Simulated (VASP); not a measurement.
# Mo (Im-3m) in VASP: further runs, part 2 of 2

VASP 6.6.1. Earlier steps stand in the parts before.

### 4 Elastic constants, LDA

Input file INCAR:

```
SYSTEM = Mo
  PREC = Accurate
  ENCUT = 600
  EDIFF = 1E-8
  ISMEAR = -1
  SIGMA = 0.05
  LREAL = .FALSE.
  LASPH = .TRUE.
  NELM = 80
  ALGO = Fast
  ISIF = 3
  LWAVE = .FALSE.
  LCHARG = .FALSE.
  NBANDS = 13
  IBRION = 6
  NFREE = 2
  POTIM = 0.015
  NSW = 1
```

Input file KPOINTS:

```
regular mesh
0
G
  9 9 9
  0 0 0
```

Input file POSCAR:

```
Mo
1.0
   -1.5838089719      1.5838089719      1.5838089719
    1.5838089719     -1.5838089719      1.5838089719
    1.5838089719      1.5838089719     -1.5838089719
Mo
1
Direct
    0.0000000000      0.0000000000      0.0000000000
```

Potentials or basis: VASP PAW LDA potentials, release 64 (Mo_sv).

Run with:

```bash
cat potpaw_LDA.64/Mo_sv/POTCAR > POTCAR
mpirun -np 1 vasp_std > vasp.out
```

OUTCAR:

```text
SYSTEM = Mo
   PREC = Accurate
   ENCUT = 600
   EDIFF = 1E-8
   ISMEAR = -1
   LREAL = .FALSE.
   LASPH = .TRUE.
   NELM = 80
   ISIF = 3
   IBRION = 6
   NFREE = 2
   POTIM = 0.015
   NSW = 1

 ion  position               nearest neighbor table
   1  0.000  0.000  0.000-

  LATTYP: Found a body centered cubic cell.
 ALAT       =     3.1676179438

  Lattice vectors:

 A1 = (  -1.5838089719,   1.5838089719,   1.5838089719)
 A2 = (   1.5838089719,  -1.5838089719,   1.5838089719)
 A3 = (   1.5838089719,   1.5838089719,  -1.5838089719)

Analysis of symmetry for initial positions (statically):
=====================================================================
 Subroutine PRICEL returns:
 Original cell was already a primitive cell.

 Routine SETGRP: Setting up the symmetry group for a
 body centered cubic supercell.

 Subroutine GETGRP returns: Found 48 space group operations
 (whereof 48 operations were pure point group operations)
 out of a pool of 48 trial point group operations.

The static configuration has the point symmetry O_h .

Analysis of symmetry for dynamics (positions and initial velocities):
=====================================================================
 Subroutine PRICEL returns:
 Original cell was already a primitive cell.

 Routine SETGRP: Setting up the symmetry group for a
 body centered cubic supercell.
[... 736 lines left out ...]
  Direction    XX          YY          ZZ          XY          YZ          ZX
  --------------------------------------------------------------------------------------
  -------------------------------------------------------------------------------------
  Total       -1.3259868     -1.3259868     -1.3259868      0.0000000      0.0000000      0.0000000
  in kB     -133.6846076   -133.6846076   -133.6846076      0.0000000      0.0000000      0.0000000
  external PRESSURE =    -133.6846076 kB  Pullay stress =       0.0000000 kB
[... 16 lines left out ...]
  FREE ENERGIE OF THE ION-ELECTRON SYSTEM (eV)
  ---------------------------------------------------
  free  energy   TOTEN  =       -12.1165789844 eV

  energy  without entropy=      -12.1111298929  energy(sigma->0) =      -12.11385444

 INTERNAL STRAIN TENSORS FROM STRAINED CELLS
 ============================================

 INTERNAL STRAIN TENSOR FOR ION    1 for displacements in x,y,z  (eV/Angst):
          X           Y           Z          XY          YZ          ZX
  --------------------------------------------------------------------------------
  x    -0.00000    -0.00000     0.00000     0.00000     0.00000    -0.00000
  y    -0.00000     0.00000    -0.00000     0.00000     0.00000    -0.00000
  z     0.00000     0.00000    -0.00000     0.00000     0.00000     0.00000

 INTERNAL STRAIN TENSORS FROM DISPLACED ATOMS
 ============================================

 INTERNAL STRAIN TENSOR FOR ION    1 for displacements in x,y,z  (eV/Angst):
          X           Y           Z          XY          YZ          ZX
  --------------------------------------------------------------------------------
  x     0.00000     0.00000     0.00000     0.00000     0.00000     0.00000
  y     0.00000     0.00000     0.00000     0.00000     0.00000     0.00000
  z     0.00000     0.00000     0.00000     0.00000     0.00000     0.00000

 Eigenvectors and eigenvalues of the dynamical matrix
 ----------------------------------------------------

   1 f  =    0.000000 THz     0.000000 2PiTHz    0.000000 cm-1     0.000000 meV
             X         Y         Z           dx          dy          dz
      0.000000  0.000000  0.000000     0.991454    0.130455    0.000000

   2 f  =    0.000000 THz     0.000000 2PiTHz    0.000000 cm-1     0.000000 meV
             X         Y         Z           dx          dy          dz
      0.000000  0.000000  0.000000     0.000000    0.000000    1.000000

   3 f  =    0.000000 THz     0.000000 2PiTHz    0.000000 cm-1     0.000000 meV
             X         Y         Z           dx          dy          dz
      0.000000  0.000000  0.000000     0.130455   -0.991454    0.000000

--------------------------------------------------------------------------------------------------------

 ELASTIC MODULI CONTR FROM IONIC RELAXATION (kBar)
 Direction    XX          YY          ZZ          XY          YZ          ZX
 --------------------------------------------------------------------------------
 XX           0.0000      0.0000      0.0000      0.0000      0.0000      0.0000
 YY           0.0000      0.0000      0.0000      0.0000      0.0000      0.0000
 ZZ           0.0000      0.0000      0.0000      0.0000      0.0000      0.0000
 XY           0.0000      0.0000      0.0000      0.0000      0.0000      0.0000
 YZ           0.0000      0.0000      0.0000      0.0000      0.0000      0.0000
 ZX           0.0000      0.0000      0.0000      0.0000      0.0000      0.0000
 --------------------------------------------------------------------------------

 TOTAL ELASTIC MODULI (kBar)
 Direction    XX          YY          ZZ          XY          YZ          ZX
 --------------------------------------------------------------------------------
 XX        4476.4514   1520.6838   1520.6838     -0.0000     -0.0000     -0.0000
 YY        1520.6838   4476.4514   1520.6838     -0.0000     -0.0000      0.0000
 ZZ        1520.6838   1520.6838   4476.4514      0.0000      0.0000      0.0000
 XY          -0.0000     -0.0000      0.0000    951.8472      0.0000      0.0000
 YZ          -0.0000     -0.0000      0.0000      0.0000    951.8472      0.0000
 ZX          -0.0000      0.0000      0.0000      0.0000      0.0000    951.8472
 --------------------------------------------------------------------------------
```

Run time: 2.5 min. Hardware: 1 thread of Intel Xeon Platinum 8488C (Sapphire Rapids), shared host; peak memory 0.21 GiB.

Results:

* Elastic constants C11, C12, C44: 448, 152, 95 GPa
* Voigt bulk modulus: 251 GPa

Elastic tensor in Voigt notation (GPa, in the Cartesian axes of the cell as first typed):
```
448 152 152   0   0   0
152 448 152   0   0   0
152 152 448   0   0   0
  0   0   0  95   0   0
  0   0   0   0  95   0
  0   0   0   0   0  95
```

Clamped-ion elastic tensor (GPa):
```
448 152 152   0   0   0
152 448 152   0   0   0
152 152 448   0   0   0
  0   0   0  95   0   0
  0   0   0   0  95   0
  0   0   0   0   0  95
```

Caveat: the cell is under stress, which shifts elastic constants.

### 5 Electric field gradients, BLYP, non-collinear spin, zero start, spin-orbit coupling

Input file INCAR:

```
SYSTEM = Mo
PREC = Accurate
ENCUT = 520
EDIFF = 1E-8
ISMEAR = 0
SIGMA = 0.05
LREAL = .False.
LASPH = .True.
NELM = 150
ALGO = Normal
ISIF = 2
LWAVE = .False.
LCHARG = .False.
MAGMOM = 0 0 0
LORBIT = 11
LSORBIT = .True.
GGA_COMPAT = .False.
LORBMOM = .True.
LMAXMIX = 4
GGA = B5
ALDAX = 1.0
AGGAX = 1.0
AGGAC = 1.0
ALDAC = 0.0
LEFG = .True.
NBANDS = 25
```

Input file KPOINTS:

```
regular mesh
0
Gamma
  9 9 9
  0 0 0
```

POSCAR is that of step 4.

Potentials or basis: VASP PAW PBE potentials, release 64 (Mo_sv).

Run with:

```bash
cat potpaw_PBE.64/Mo_sv/POTCAR > POTCAR
mpirun -np 1 vasp_ncl > vasp.out
```

OUTCAR:

```text
SYSTEM = Mo
   PREC = Accurate
   ENCUT = 520
   EDIFF = 1E-8
   ISMEAR = 0
   LREAL = .False.
   LASPH = .True.
   NELM = 150
   ISIF = 2
   LORBIT = 11
   LSORBIT = .True.
   GGA = B5

 ion  position               nearest neighbor table
   1  0.000  0.000  0.000-

  LATTYP: Found a body centered cubic cell.
 ALAT       =     3.1676179438

  Lattice vectors:

 A1 = (  -1.5838089719,   1.5838089719,   1.5838089719)
 A2 = (   1.5838089719,  -1.5838089719,   1.5838089719)
 A3 = (   1.5838089719,   1.5838089719,  -1.5838089719)

Analysis of symmetry for initial positions (statically):
=====================================================================
 Subroutine PRICEL returns:
 Original cell was already a primitive cell.
[... 943 lines left out ...]
  1         0.000   0.000   0.000
 ----------------------------------------
            0.000   0.000   0.000

 Spin-Orbit-Coupling matrix elements

 Ion:    1  E_soc:     -0.2065896
 l=   1
     0.0000000    -0.0301342    -0.0301342
    -0.0301342     0.0000000    -0.0301342
    -0.0301342    -0.0301342     0.0000000
 l=   2
     0.0000000    -0.0010721     0.0000000    -0.0010721    -0.0032252
    -0.0010721     0.0000000    -0.0024189    -0.0010721    -0.0008063
     0.0000000    -0.0024189     0.0000000    -0.0024189     0.0000000
    -0.0010721    -0.0010721    -0.0024189     0.0000000    -0.0008063
    -0.0032252    -0.0008063     0.0000000    -0.0008063     0.0000000
 l=   3
     0.0000000     0.0000000     0.0000000     0.0000000     0.0000000     0.0000000     0.0000000
     0.0000000     0.0000000     0.0000000     0.0000000     0.0000000     0.0000000     0.0000000
     0.0000000     0.0000000     0.0000000     0.0000000     0.0000000     0.0000000     0.0000000
     0.0000000     0.0000000     0.0000000     0.0000000     0.0000000     0.0000000     0.0000000
     0.0000000     0.0000000     0.0000000     0.0000000     0.0000000     0.0000000     0.0000000
     0.0000000     0.0000000     0.0000000     0.0000000     0.0000000     0.0000000     0.0000000
     0.0000000     0.0000000     0.0000000     0.0000000     0.0000000     0.0000000     0.0000000

 total charge

# of ion       s       p       d       tot
------------------------------------------
    1        2.380   6.196   3.944  12.520

 magnetization (x)

# of ion       s       p       d       tot
------------------------------------------
    1        0.000  -0.000   0.000   0.000

 magnetization (y)

# of ion       s       p       d       tot
------------------------------------------
    1        0.000   0.000   0.000   0.000

 magnetization (z)

# of ion       s       p       d       tot
------------------------------------------
    1       -0.000   0.000   0.000  -0.000
```

OSZICAR:

```text
N       E                     dE             d eps       ncg     rms          rms(c)
DAV:   1     0.138750693195E+03    0.13875E+03   -0.80948E+03  1750   0.116E+03
DAV:   2    -0.750660317325E+01   -0.14626E+03   -0.14108E+03  2023   0.381E+02
DAV:   3    -0.101540829841E+02   -0.26475E+01   -0.26193E+01  1957   0.522E+01
DAV:   4    -0.101637111758E+02   -0.96282E-02   -0.96270E-02  1978   0.347E+00
DAV:   5    -0.101637867119E+02   -0.75536E-04   -0.75534E-04  1954   0.275E-01    0.132E+01
DAV:   6    -0.966540652125E+01    0.49838E+00   -0.66956E-01  1805   0.100E+01    0.369E+00
DAV:   7    -0.959751744240E+01    0.67889E-01   -0.13800E-01  2000   0.429E+00    0.101E+00
DAV:   8    -0.959503192453E+01    0.24855E-02   -0.26668E-03  1830   0.640E-01    0.750E-01
DAV:   9    -0.959484870394E+01    0.18322E-03   -0.85186E-04  1881   0.366E-01    0.107E-01
DAV:  10    -0.959488722613E+01   -0.38522E-04   -0.14293E-05  2017   0.448E-02    0.659E-02
DAV:  11    -0.959490135992E+01   -0.14134E-04   -0.21169E-05  1812   0.511E-02    0.606E-03
DAV:  12    -0.959490130850E+01    0.51417E-07   -0.14298E-07  2110   0.444E-03    0.254E-03
DAV:  13    -0.959490125950E+01    0.49000E-07   -0.31615E-08  1547   0.188E-03    0.264E-04
DAV:  14    -0.959490125816E+01    0.13374E-08   -0.54013E-10   967   0.282E-04
   1 F= -.95949013E+01 E0= -.95941546E+01  d E =-.149326E-02  mag=    -0.0000     0.0000    -0.0000
```

stdout:

```text
POSCAR found type information on POSCAR Mo
 POSCAR found :  1 types and       1 ions
 scaLAPACK will be used
 -----------------------------------------------------------------------------
|                                                                             |
|                                                                             |
|     You enforced a specific xc type in the INCAR file but a different       |
|     I HOPE YOU KNOW WHAT YOU ARE DOING!                                     |
|                                                                             |
 -----------------------------------------------------------------------------

 LDA part: xc-table for (Slater(with rela. corr.)+VWN5), standard interpolation
 POSCAR, INCAR and KPOINTS ok, starting setup
 FFT: planning ... GRIDC
 FFT: planning ... GRID_SOFT
 FFT: planning ... GRID
 WAVECAR not read
 entering main loop
ion   1
```

It took 39 s on 1 thread of AMD EPYC 7R13 (Zen 3), shared host; peak memory 0.14 GiB.

What came out:

```
Free energy                                           : -9.5949 eV
Pressure                                              : 8.9 GPa
Net moment                                            : 0.00 μB per cell
Valence electrons inside the program's atomic spheres : Mo 12.52
```

Moments on the atoms (μB; x, y, z):
```
Mo  0.00 0.00 0.00
```

Caveat: without QUAD_EFG the Cq values of the log hold for a quadrupole moment of 1 mb, not for the nuclei; the PAW data sets were made with another functional, which shifts forces and pressure a little.
